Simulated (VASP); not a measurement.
SnO2, 6 atoms in the cell. It takes space group Pnnm (No. 58, orthorhombic). Conventional cell: a = 4.788 Å, b = 4.867 Å, c = 3.241 Å, α = 90.00°, β = 90.00°, γ = 90.00°. Within 2.8 Å of Sn (site symmetry 2/m) lie 6 O at 2.09 to 2.10 Å. Within 2.8 Å of O (site symmetry m) lie 3 Sn at 2.09 to 2.10 Å and 1 O at 2.65 Å. 

```yaml
Program: VASP 6.6.1
Task: relaxation of cell and atoms
Functional: LDA
Potentials_or_basis: VASP PAW LDA potentials, release 64 (Sn_d, O)
Cutoff: 600 eV
k_mesh: 6 × 4 × 6
Occupations: gaussian, width 0.01 eV
Spin: no spin polarisation
Dipole_correction: no
Further_INCAR_settings: ALGO = Normal; EDIFF = 1e-07; IBRION = 2; EDIFFG = -0.01; NSW = 60; ISIF = 3
```

Potentials or basis: VASP PAW LDA potentials, release 64 (Sn_d, O).

Run with:

```sh
$ cat potpaw_LDA.64/Sn_d/POTCAR potpaw_LDA.64/O/POTCAR > POTCAR
$ mpirun -np 1 vasp_std > vasp.out
```

Hardware: 1 thread of Intel Xeon 8259CL, on a shared host.

**Question.** Estimate the wall time of this run.

**Answer.** It took 31 min on 1 thread of Intel Xeon 8259CL, on a shared host, peak memory 0.27 GiB. Counts: scf iterations 169, k points 48, ion steps 21.
